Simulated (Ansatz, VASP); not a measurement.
## One calculation of ZrN, two programs

```
Zr N
1.0
     0.00000    2.31429    2.31429
     2.31429    0.00000    2.31429
     2.31429    2.31429    0.00000
Zr N
1 1
Direct
  0.00000 0.00000 0.00000
  0.50000 0.50000 0.50000
```

Change from the starting cell: volume scaled by 1.04, crystal datasets.

Alike in both runs: task electric field gradients; functional PBE; k mesh 9 × 9 × 9; occupations fermi-dirac, width 0.01 eV; no spin polarisation.

|  | VASP | Ansatz |
| --- | --- | --- |
| version | VASP 6.6.1 | Ansatz 0.2.0 |
| potentials or method | VASP PAW PBE potentials, release 64 (Zr_sv, N), cutoff 520 eV | all-electron PAW with datasets made for the crystal, scalar-relativistic |

VASP gave:

* pressure (GPa): -5.0

Task: What did Ansatz give for the same quantities?

Result: Pressure (GPa): -5.2.

Ansatz ran all-electron here, and VASP with PAW potentials.
